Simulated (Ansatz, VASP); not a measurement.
## Two plane-wave programs on Li

```
CELL_PARAMETERS angstrom
6.26545 2.08848 4.17697
-6.26545 -2.08848 4.17697
2.08848 -6.26545 -4.17697
ATOMIC_POSITIONS crystal
Li 0.15052 0.05423 0.70475
Li 0.60930 0.20763 0.80419
Li 0.09656 0.69490 0.80419
Li 0.19237 0.39656 0.60166
Li 0.30000 0.10000 0.40000
Li 0.55000 0.85000 0.90000
Li 0.64079 0.55495 0.69573
Li 0.75423 0.24948 0.50371
Li 0.00344 0.00510 0.99581
Li 0.25495 0.75921 0.51416
Li 0.34577 0.45052 0.29629
Li 0.45921 0.14505 0.10427
Li 0.70510 0.90930 0.60166
Li 0.80000 0.60000 0.40000
Li 0.90763 0.30344 0.19834
Li 0.39490 0.79070 0.19834
Li 0.49070 0.49237 0.99581
Li 0.84505 0.94079 0.28584
Li 0.94948 0.64577 0.09525
```

Change from the starting cell: Li vacancy, atoms relaxed.

Alike in both runs: functional PBE; dispersion D3(BJ); k mesh 4 × 4 × 4; occupations gaussian, width 0.1 eV; no spin polarisation.

Ansatz relaxed the structure, and its values are those at the end. VASP's run is a single point on that final structure, the one shown.

```csv
,VASP,Ansatz
version,VASP 6.6.1,Ansatz 0.2.0
potentials or method,"VASP PAW PBE potentials, release 64 (Li_sv), cutoff 520 eV","scalar-relativistic, plane waves, PAW"
valence electrons in the cell,57,57
```

Ansatz gave:

* gap on the k mesh at the Fermi level (eV): none
* rms of the force components (eV/Å): 0.003

Which values does VASP return?

gap on the k mesh at the Fermi level (eV): none; rms of the force components (eV/Å): 0.005.

A gap of «none» marks a metal or a gap that the smearing closes. Ansatz's warnings: stress scf threshold loose.

Noted on VASP's run: the cutoff is short for stress, so the pressure is rough.
